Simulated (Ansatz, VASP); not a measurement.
**SnSe: VASP beside Ansatz**

INCAR

```
SYSTEM = SnSe
PREC = Accurate
ENCUT = 520
EDIFF = 1E-6
ISMEAR = -1
SIGMA = 0.1
LREAL = .FALSE.
LASPH = .TRUE.
NELM = 60
ALGO = Normal
ISIF = 2
LWAVE = .FALSE.
LCHARG = .FALSE.
GGA = PE
NBANDS = 17
```

KPOINTS

```
regular mesh
0
G
  14 14 14
  0 0 0
```

Contents of POSCAR:

```
SnSe
1.0
    0.0000000000      2.7165808426      2.7165808426
    2.7165808426      0.0000000000      2.7165808426
    2.7165808426      2.7165808426      0.0000000000
Sn Se
1 1
Direct
    0.0000000000      0.0000000000      0.0000000000
    0.5000000000      0.5000000000      0.5000000000
```

Input for Ansatz:

```yaml
crystal:
  lattice:
    - [0.0, 2.7165808426, 2.7165808426]
    - [2.7165808426, 0.0, 2.7165808426]
    - [2.7165808426, 2.7165808426, 0.0]
  atoms:
    - { symbol: Sn, position: [0.0, 0.0, 0.0] }
    - { symbol: Se, position: [0.5, 0.5, 0.5] }
kpoints:
  mp_grid: { grid: [14, 14, 14] }
scf:
  occupations: { method: fermi_dirac, width: 0.1 }
hamiltonian:
  xc: pbe
  pseudopotentials: { kind: paw }
output:
  forces: true
  stress: true
  eigenvalues: true
  populations: true
  write_density: true
  write_potential: true
  elf: true
  volumetric_format: npy
```

Change from the starting cell: volume scaled by 0.72, PAW files.

Alike in both runs: task single point; functional PBE; k mesh 14 × 14 × 14; occupations fermi-dirac, width 0.1 eV; no spin polarisation.

|  | VASP | Ansatz |
| --- | --- | --- |
| version | VASP 6.6.1 | Ansatz 0.2.0 |
| potentials or method | VASP PAW PBE potentials, release 64 (Sn_d, Se) | PAW with Ansatz's default frozen-core files, scalar-relativistic |
| plane-wave cutoff (eV) | 520 | 420 |
| valence electrons in the cell | 20 | 30 |

```csv
,VASP,Ansatz,Ansatz less VASP
pressure (GPa),31.9,31.9,-0.09
```

Both programs put the cell under a high pressure, so it lies far from rest at this level. The functional is the same, so the differences come from potentials, cutoffs and numerics. VASP's potentials hold 20 valence electrons a cell and Ansatz's 30, so a difference there can come from the potentials and not from the codes.
